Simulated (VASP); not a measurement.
A run of VASP 6.6.1 is set up as follows.

Contents of INCAR:

```
SYSTEM = Sr3Zn2H
  ALGO = Normal
  EDIFF = 1E-7
  ENCUT = 520
  GGA = PE
  ISIF = 2
  ISMEAR = 0
  LASPH = .TRUE.
  LCHARG = .FALSE.
  LREAL = .FALSE.
  LWAVE = .FALSE.
  NBANDS = 36
  NELM = 80
  PREC = Accurate
  SIGMA = 0.1
```

File KPOINTS:

```
k-points
0
G
  6 6 4
  0 0 0
```

POSCAR

```
Sr3Zn2H
1.0
    5.7078274768     -0.0000000033      0.0000000000
   -2.8539137356      4.9431235970      0.0000000000
    0.0000000000      0.0000000000      6.1856354896
Sr Zn H
3 2 1
Direct
    0.3333333333      0.6666666667      0.5000000000
    0.6666666667      0.3333333333      0.5000000000
    0.0000000000      0.0000000000      0.0000000000
    0.3333333333      0.6666666667      0.0000000000
    0.6666666667      0.3333333333      0.0000000000
    0.0000000000      0.0000000000      0.5000000000
```

Potentials or basis: VASP PAW PBE potentials, release 64 (Sr_sv, Zn, H).

The run is started by

```sh
$ cat potpaw_PBE.64/Sr_sv/POTCAR potpaw_PBE.64/Zn/POTCAR potpaw_PBE.64/H/POTCAR > POTCAR
$ mpirun -np 1 vasp_std > vasp.out
```

Task: Estimate the pressure.

Result: 0.1 GPa.

Stress tensor (GPa, compression positive):
```
0.16 0.00 0.00
0.00 0.16 0.00
0.00 0.00 0.07
```
